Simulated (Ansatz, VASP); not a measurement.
## MgO in VASP and in Ansatz

```xyz
2
Lattice="0.0000 2.1636 2.1636 2.1636 0.0000 2.1636 2.1636 2.1636 0.0000" Properties=species:S:1:pos:R:3 pbc="T T T"
Mg    0.0000    0.0000    0.0000
O     2.1636    2.1636    2.1636
```

Alike in both runs: task single point; functional r2SCAN; k mesh 8 × 8 × 8; occupations gaussian, width 0.02 eV; no spin polarisation.

|  | VASP | Ansatz |
| --- | --- | --- |
| version | VASP 6.6.1 | Ansatz 0.2.0 |
| potentials or method | VASP PAW PBE potentials, release 64 (Mg, O), cutoff 520 eV | PAW, plane waves, scalar-relativistic |
| valence electrons in the cell | 8 | 16 |

Ansatz gave:

| Item | Value |
| --- | --- |
| pressure (GPa) | -12.1 |

Problem. Estimate VASP's values.

Solution. Pressure (GPa): -13.1.

VASP's potentials were made for PBE, not for r2SCAN. VASP's potentials hold 8 valence electrons a cell and Ansatz's 16, so a difference there can come from the potentials and not from the codes.
